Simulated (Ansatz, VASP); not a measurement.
# Two plane-wave programs on Ta2N

INCAR

```
  PREC = Accurate
  ENCUT = 520
  EDIFF = 1E-6
  ISMEAR = 0
  SIGMA = 0.15
  LREAL = F
  LASPH = T
  NELM = 100
  ALGO = Normal
  ISIF = 2
  LWAVE = F
  LCHARG = T
  LELF = T
  LVHAR = T
  NBANDS = 50
```

File KPOINTS:

```
Automatic mesh
0
Gamma
  9 9 8
```

The input POSCAR:

```
Ta2N
1.0
    5.1945250684      0.0000000000      0.0000000000
   -2.5972625342      4.4985906699      0.0000000000
    0.0000000000      0.0000000000      4.9483045802
Ta N
6 3
Direct
    0.6310702833      0.6310702833      0.7526041962
    0.0000000000      0.3689297167      0.7526041962
    0.3689297167      0.0000000000      0.7526041962
    0.3689297167      0.3689297167      0.2473958038
    0.0000000000      0.6310702833      0.2473958038
    0.6310702833      0.0000000000      0.2473958038
    0.6666666667      0.3333333333      0.5000000000
    0.3333333333      0.6666666667      0.5000000000
    0.0000000000      0.0000000000      0.0000000000
```

Input for Ansatz:

```yaml
crystal:
  lattice:
    - [5.1945250684, 0.0, 0.0]
    - [-2.5972625342, 4.4985906699, 0.0]
    - [0.0, 0.0, 4.9483045802]
  atoms:
    - { symbol: Ta, position: [0.6310702833, 0.6310702833, 0.7526041962] }
    - { symbol: Ta, position: [0.0, 0.3689297167, 0.7526041962] }
    - { symbol: Ta, position: [0.3689297167, 0.0, 0.7526041962] }
    - { symbol: Ta, position: [0.3689297167, 0.3689297167, 0.2473958038] }
    - { symbol: Ta, position: [0.0, 0.6310702833, 0.2473958038] }
    - { symbol: Ta, position: [0.6310702833, 0.0, 0.2473958038] }
    - { symbol: "N", position: [0.6666666667, 0.3333333333, 0.5] }
    - { symbol: "N", position: [0.3333333333, 0.6666666667, 0.5] }
    - { symbol: "N", position: [0.0, 0.0, 0.0] }
basis:
  ecutwfc: 520.0
kpoints:
  mp_grid: { grid: [9, 9, 8] }
hamiltonian:
  xc: lda
  pseudopotentials: { kind: paw, azcp: { folder: soft_1 } }
scf:
  occupations: { method: gaussian, width: 0.15 }
output:
  forces: true
  stress: true
  eigenvalues: true
```

Alike in both runs: task single point; functional LDA; k mesh 9 × 9 × 8; occupations gaussian, width 0.15 eV; no spin polarisation.

```csv
,VASP,Ansatz
version,VASP 6.6.1,Ansatz 0.2.0
potentials or method,"VASP PAW LDA potentials, release 64 (Ta_pv, N), cutoff 520 eV","scalar-relativistic, plane waves, PAW"
valence electrons in the cell,81,93
```

|  | VASP | Ansatz | Ansatz less VASP |
| --- | --- | --- | --- |
| gap on the k mesh at the Fermi level (eV) | none | none | - |
| pressure (GPa) | 11.1 | 9.5 | -1.66 |
| traceless stress, the component that is largest in VASP (GPa) | -3.64 | -3.65 | -0.014 |
| rms of the force components (eV/Å) | 2.390 | 2.369 | -0.0207 |

Ansatz warns that its potentials were made for another functional, while VASP's fit it. LDA's correlation is that of Perdew and Zunger in VASP and of Perdew and Wang (1992) in Ansatz. Atom by atom the forces differ by 0.024 eV/Å (rms over components). A gap of «none» marks a metal or a gap that the smearing closes. VASP's potentials hold 81 valence electrons a cell and Ansatz's 93, so a difference there can come from the potentials and not from the codes.

Neither program's run includes spin-orbit coupling.
